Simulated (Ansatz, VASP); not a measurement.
# Cd: VASP beside Ansatz

File INCAR:

```
  PREC = Accurate
  ENCUT = 520
  EDIFF = 1E-6
  ISMEAR = -1
  SIGMA = 0.1
  LREAL = F
  LASPH = T
  NELM = 80
  ALGO = Normal
  ISIF = 2
  LWAVE = F
  LCHARG = T
  GGA = PE
  LELF = T
  LVHAR = T
  NBANDS = 12
```

Contents of KPOINTS:

```
Automatic mesh
0
Gamma
  14 14 13
```

Contents of POSCAR:

```
Cd
1.0
    2.8034703717      0.0000000000      0.0000000000
   -1.4017351859      2.4278765606      0.0000000000
    0.0000000000      0.0000000000      2.8194403105
Cd
1
Direct
    0.0000000000      0.0000000000      0.0000000000
```

Input for Ansatz:

```yaml
crystal:
  lattice:
    - [2.8034703717, 0.0, 0.0]
    - [-1.4017351859, 2.4278765606, 0.0]
    - [0.0, 0.0, 2.8194403105]
  atoms:
    - { symbol: Cd, position: [0.0, 0.0, 0.0] }
kpoints:
  mp_grid: { grid: [14, 14, 13] }
scf:
  occupations: { method: fermi_dirac, width: 0.1 }
hamiltonian:
  xc: pbe
  pseudopotentials: { kind: all_electron, lapw: { basis_error: 0.001 } }
output:
  forces: true
  stress: true
  eigenvalues: true
  populations: true
```

Change from the starting cell: volume scaled by 0.76, LAPW.

Alike in both runs: task single point; functional PBE; k mesh 14 × 14 × 13; occupations fermi-dirac, width 0.1 eV; no spin polarisation.

```csv
,VASP,Ansatz
version,VASP 6.6.1,Ansatz 0.2.0
potentials or method,"VASP PAW PBE potentials, release 64 (Cd), cutoff 520 eV","all-electron LAPW, scalar-relativistic"
```

Ansatz gave:

- pressure (GPa): 20.5
- traceless stress, the component that is largest in VASP (GPa): 0.03

Problem. Which values does VASP return?

Solution. Pressure (GPa): 21.3; traceless stress, the component that is largest in VASP (GPa): -0.12.

Ansatz ran all-electron here, and VASP with PAW potentials.
